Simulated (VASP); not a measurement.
# SnSe2 (P-3m1) in VASP: further runs, part 2 of 2

VASP 6.6.1. Earlier steps stand in the parts before.

### 4 Single point, PBE

This run uses another cell than the first one, of 25.73 Å³/atom, 1.111 times its volume.

INCAR reads:

```
SYSTEM = SnSe2
PREC = Accurate ; ENCUT = 520
EDIFF = 1E-6 ; ISMEAR = 0
SIGMA = 0.05 ; LREAL = .FALSE.
LASPH = .TRUE. ; NELM = 60
ALGO = Normal ; ISIF = 2
LWAVE = .FALSE. ; LCHARG = .FALSE.
GGA = PE ; NELECT = 25.75
NBANDS = 20
```

KPOINTS reads:

```
Automatic mesh
0
G
  9 9 6
  0 0 0
```

POSCAR reads:

```
SnSe2
1.0
    3.8110000000      0.0000000000      0.0000000000
   -1.9055000000      3.3004228138      0.0000000000
    0.0000000000      0.0000000000      6.1360000000
Sn Se
1 2
Direct
    0.0000000000      0.0000000000      0.0000000000
    0.3333333333      0.6666666667      0.2490000000
    0.6666666667      0.3333333333      0.7510000000
```

Potentials or basis: VASP PAW PBE potentials, release 64 (Sn_d, Se).

Started as:

```sh
$ cat potpaw_PBE.64/Sn_d/POTCAR potpaw_PBE.64/Se/POTCAR > POTCAR
$ mpirun -np 1 vasp_std > vasp.out
```

OUTCAR:

```text
SYSTEM = SnSe2
   PREC = Accurate
   ENCUT = 520
   EDIFF = 1E-6
   ISMEAR = 0
   LREAL = .FALSE.
   LASPH = .TRUE.
   NELM = 60
   ISIF = 2
   GGA = PE
   NELECT = 25.75

 ion  position               nearest neighbor table
   1  0.000  0.000  0.000-   2 2.68   3 2.68   2 2.68   3 2.68   3 2.68   2 2.68
   2  0.333  0.667  0.249-   1 2.68   1 2.68   1 2.68
   3  0.667  0.333  0.751-   1 2.68   1 2.68   1 2.68

  LATTYP: Found a hexagonal cell.
 ALAT       =     3.8110000000
 C/A-ratio  =     1.6100760955

  Lattice vectors:

 A1 = (   3.8110000000,   0.0000000000,   0.0000000000)
 A2 = (  -1.9055000000,   3.3004228138,   0.0000000000)
 A3 = (   0.0000000000,   0.0000000000,   6.1360000000)

Analysis of symmetry for initial positions (statically):
=====================================================================
 Subroutine PRICEL returns:
 Original cell was already a primitive cell.

 Routine SETGRP: Setting up the symmetry group for a
 hexagonal supercell.

 Subroutine GETGRP returns: Found 12 space group operations
 (whereof 12 operations were pure point group operations)
 out of a pool of 24 trial point group operations.

The static configuration has the point symmetry D_3d.

Analysis of symmetry for dynamics (positions and initial velocities):
=====================================================================
 Subroutine PRICEL returns:
 Original cell was already a primitive cell.

 Routine SETGRP: Setting up the symmetry group for a
 hexagonal supercell.

 Subroutine GETGRP returns: Found 12 space group operations
 (whereof 12 operations were pure point group operations)
 out of a pool of 24 trial point group operations.

The dynamic configuration has the point symmetry D_3d.

 Subroutine INISYM returns: Found 12 space group operations
 (whereof 12 operations are pure point group operations),
 and found     1 'primitive' translations

----------------------------------------------------------------------------------------

                                     Primitive cell

  volume of cell :      77.1781

  direct lattice vectors                    reciprocal lattice vectors
     3.811000000  0.000000000  0.000000000     0.262398321  0.151495741  0.000000000
    -1.905500000  3.300422814  0.000000000     0.000000000  0.302991482  0.000000000
     0.000000000  0.000000000  6.136000000     0.000000000  0.000000000  0.162972621

  length of vectors
     3.811000000  3.811000000  6.136000000     0.302991482  0.302991482  0.162972621

  position of ions in fractional coordinates (direct lattice)
     0.000000000  0.000000000  0.000000000
     0.333333333  0.666666667  0.249000000
     0.666666667  0.333333333  0.751000000

  ion indices of the primitive-cell ions
   primitive index   ion index
                 1           1
                 2           2
                 3           3

----------------------------------------------------------------------------------------

 KPOINTS: Automatic mesh

Automatic generation of k-mesh.
 Grid dimensions read from file:
 generate k-points for:    9    9    6

 Generating k-lattice:

  Cartesian coordinates                     Fractional coordinates (reciprocal lattice)
     0.029155369  0.016832860  0.000000000     0.111111111  0.000000000  0.000000000
     0.000000000  0.033665720  0.000000000     0.000000000  0.111111111  0.000000000
     0.000000000  0.000000000  0.027162103     0.000000000  0.000000000  0.166666667

  Length of vectors
     0.033665720  0.033665720  0.027162103

  Shift w.r.t. Gamma in fractional coordinates (k-lattice)
     0.000000000  0.000000000  0.000000000

 Subroutine IBZKPT returns following result:
 ===========================================

 Found     62 irreducible k-points:

 Following reciprocal coordinates:
            Coordinates               Weight
  0.000000  0.000000  0.000000      1.000000
  0.111111 -0.000000  0.000000      6.000000
  0.222222 -0.000000  0.000000      6.000000
  0.333333 -0.000000  0.000000      6.000000
  0.444444 -0.000000  0.000000      6.000000
  0.111111  0.111111  0.000000      6.000000
[... 16 lines left out ...]
  0.222222  0.111111  0.166667     12.000000
 -0.111111  0.333333  0.166667     12.000000
 [... further k-points ...]
   k-points           NKPTS =     62   k-points in BZ     NKDIM =     62   number of bands    NBANDS=     20
   number of dos      NEDOS =    301   number of ions     NIONS =      3
   total plane-waves  NPLWV =  37632
   dimension x,y,z NGX =    28 NGY =   28 NGZ =   48
   dimension x,y,z NGXF=    56 NGYF=   56 NGZF=   96
   ions per type =               1   2
   NGX,Y,Z   is equivalent  to a cutoff of  12.21, 12.21, 13.00 a.u.
   NGXF,Y,Z  is equivalent  to a cutoff of  24.43, 24.43, 26.01 a.u.
 SYSTEM =  SnSe2
   PREC   = accura    normal or accurate (medium, high low for compatibility)
   ISTART =      0    job   : 0-new  1-cont  2-samecut
   ICHARG =      2    charge: 1-file 2-atom 10-const
   ISPIN  =      1    spin polarized calculation?
   LNONCOLLINEAR =      F non collinear calculations
   LSORBIT =      F    spin-orbit coupling
   LASPH  =      T    aspherical Exc in radial PAW
   ENCUT  =  520.0 eV  38.22 Ry    6.18 a.u.   7.09  7.09 11.41*2*pi/ulx,y,z
   NELM   =     60;   NELMIN=  2; NELMDL= -5     # of ELM steps
   EDIFF  = 0.1E-05   stopping-criterion for ELM
   LREAL  =      F    real-space projection
   EDIFFG = 0.1E-04   stopping-criterion for IOM
   NSW    =      0    number of steps for IOM
   IBRION =     -1    ionic relax: 0-MD 1-quasi-New 2-CG
   NFREE  =      0    steps in history (QN), initial steepest desc. (CG)
   ISIF   =      2    stress and relaxation
   ISYM   =      2    0-nonsym 1-usesym 2-fastsym
   POTIM  = 0.5000    time-step for ionic-motion
   TEBEG  =    0.0;   TEEND  =   0.0 temperature during run
   PSTRESS=    0.0 pullay stress
   NELECT =      25.7500    total number of electrons
   NUPDOWN=      -1.0000    fix difference up-down
   EMIN   =  10.00;   EMAX   =-10.00  energy-range for DOS
   EFERMI =   0.00;   METHOD = LEGACY
   ISMEAR =     0;   SIGMA  =   0.05  broadening in eV -4-tet -1-fermi 0-gaus
   EFERMI_NEDOS =   21; number of points for ismear=-14 and -15
   IALGO  =     38    algorithm
   IMIX   =      4    mixing-type and parameters
     AMIX     =   0.40;   BMIX     =  1.00
     AMIX_MAG =   1.60;   BMIX_MAG =  1.00
  volume/ion in A,a.u.               =      25.73       173.61
  Fermi-wavevector in a.u.,A,eV,Ry     =   1.135453  2.145696 17.541369  1.289254
  Thomas-Fermi vector in A             =   2.272158
   LORBIT       =      0    0 simple, 1 ext, 2 COOP (PROOUT), +10 PAW based schemes
   GGA     = PE    functional components
   LHFCALC =     F    Hartree Fock is set to
   AEXX    =    0.0000 exact exchange contribution
   IVDW    =     0    specifies the selected vdW correction
   LEPSILON=     F    determine dielectric tensor
   LRPA    =     F    only Hartree local field effects (RPA)
 non-spin polarized calculation
 Gauss-broadening in eV      SIGMA  =   0.05
  energy-cutoff  :      520.00
  volume of cell :       77.18
 maximum number of plane-waves:      2109
   NGX = 15   NGY = 15   NGZ = 23

 number of electron      25.7500006 magnetization

 Free energy of the ion-electron system (eV)
  ---------------------------------------------------
  ext. energy  EPLUGINS =         0.00000000
  ---------------------------------------------------
  free energy    TOTEN  =       -12.76016486 eV

  energy without entropy =      -12.75591507  energy(sigma->0) =      -12.75803997

 E-fermi :   3.9592     XC(G=0):  -9.3985

 val. band max:        3.9556677681   @ k =   0.2222  -0.0000   0.1667
 cond. band min:       3.9737768977   @ k =   0.2222  -0.0000   0.0000
 fundamental gap:      0.0181091296
 Fermi energy:         3.9591661748

 k-point     1 :       0.0000    0.0000    0.0000
  band No.  band energies     occupation
      1     -17.0705      2.00000
      2     -17.0705      2.00000
      3     -17.0262      2.00000
      4     -17.0123      2.00000
      5     -17.0123      2.00000
      6      -9.8743      2.00000
[... 12 lines left out ...]
     19      13.1384      0.00000
     20      13.1384      0.00000
[... 507 lines left out ...]
 k-point    24 :      -0.1111    0.3333    0.1667
  band No.  band energies     occupation
      1     -17.1042      2.00000
      2     -17.0581      2.00000
      3     -17.0245      2.00000
      4     -17.0099      2.00000
      5     -16.9969      2.00000
      6      -9.0366      2.00000
[... 12 lines left out ...]
     19      11.6550      0.00000
     20      13.6238      0.00000

 [... further k-points ...]

------------------------ aborting loop because EDIFF is reached ----------------------------------------

  FORCE on cell =-STRESS in cart. coord.  units (eV):
  Direction    XX          YY          ZZ          XY          YZ          ZX
  --------------------------------------------------------------------------------------
  -------------------------------------------------------------------------------------
  Total       -0.0169921     -0.0169921      0.2100946      0.0000000      0.0000000      0.0000000
  in kB       -0.3527476     -0.3527476      4.3614566      0.0000000      0.0000000      0.0000000
  external PRESSURE =       1.2186538 kB  Pullay stress =       0.0000000 kB

 VOLUME and BASIS-vectors are now :
 -----------------------------------------------------------------------------
  energy-cutoff  :      520.00
  volume of cell :       77.18
      direct lattice vectors                 reciprocal lattice vectors
     3.811000000  0.000000000  0.000000000     0.262398321  0.151495741  0.000000000
    -1.905500000  3.300422814  0.000000000     0.000000000  0.302991482  0.000000000
     0.000000000  0.000000000  6.136000000     0.000000000  0.000000000  0.162972621

 POSITION                                       TOTAL-FORCE (eV/Angst)
 -----------------------------------------------------------------------------------
      0.00000      0.00000      0.00000         0.000000      0.000000     -0.000000
     -0.00000      2.20028      1.52786        -0.000000      0.000000      0.889905
      1.90550      1.10014      4.60814         0.000000     -0.000000     -0.889905
 -----------------------------------------------------------------------------------
    total drift:                                0.000000      0.000000     -0.000000

  FREE ENERGIE OF THE ION-ELECTRON SYSTEM (eV)
  ---------------------------------------------------
  free  energy   TOTEN  =       -12.7601648608 eV

  energy  without entropy=      -12.7559150696  energy(sigma->0) =      -12.75803997
```

OSZICAR:

```text
N       E                     dE             d eps       ncg     rms          rms(c)
DAV:   1     0.201433351912E+03    0.20143E+03   -0.11550E+04  2512   0.139E+03
DAV:   2     0.988204830358E+01   -0.19155E+03   -0.18391E+03  2636   0.373E+02
DAV:   3    -0.121594039742E+02   -0.22041E+02   -0.21685E+02  3016   0.113E+02
DAV:   4    -0.129141336758E+02   -0.75473E+00   -0.75141E+00  2964   0.217E+01
DAV:   5    -0.129328592192E+02   -0.18726E-01   -0.18723E-01  3448   0.357E+00    0.508E+00
DAV:   6    -0.127751562826E+02    0.15770E+00   -0.34996E-01  3284   0.709E+00    0.324E+00
DAV:   7    -0.127604828788E+02    0.14673E-01   -0.14908E-01  2980   0.259E+00    0.855E-01
DAV:   8    -0.127597829481E+02    0.69993E-03   -0.13388E-02  3236   0.122E+00    0.262E-01
DAV:   9    -0.127601343572E+02   -0.35141E-03   -0.14602E-03  2844   0.288E-01    0.752E-02
DAV:  10    -0.127601445506E+02   -0.10193E-04   -0.11080E-04  3292   0.709E-02    0.281E-02
DAV:  11    -0.127601632105E+02   -0.18660E-04   -0.25558E-05  2812   0.299E-02    0.641E-03
DAV:  12    -0.127601643847E+02   -0.11742E-05   -0.32168E-06  2564   0.129E-02    0.483E-03
DAV:  13    -0.127601648608E+02   -0.47609E-06   -0.15952E-06  2248   0.926E-03
   1 F= -.12760165E+02 E0= -.12758040E+02  d E =-.424979E-02
```

Wall time 83 s (1 thread of AMD EPYC 9R45 (Zen 5), shared host); peak memory 0.2 GiB.

What came out:

```
Free energy   : -12.7602 eV
Largest force : 0.890 eV/Å
```

Forces on the atoms (eV/Å):
```
Sn   0.000  0.000  0.000
Se   0.000  0.000  0.890
Se   0.000  0.000 -0.890
```

Levels at points of the mesh, in eV from the Fermi level:
```csv
k point,band 10,band 11,band 12,band 13,band 14,band 15,band 16,band 17
"(0.00, 0.00, 0.00)",-0.53,-0.23,-0.23,0.14,1.30,3.18,4.86,4.86
"(0.00, 0.00, 0.50)",-0.62,-0.62,-0.08,-0.08,2.63,3.16,4.60,4.60
```

Caveat: the cell carries a net charge on a neutralising background, which shifts energy and pressure; the cell is charged against a uniform background, so pressure and absolute levels hang on convention; spin-orbit coupling is left out, which moves the levels of the heavy elements; this functional lacks dispersion, which binds the layers, so the pressure and a relaxed spacing across them are unreliable.
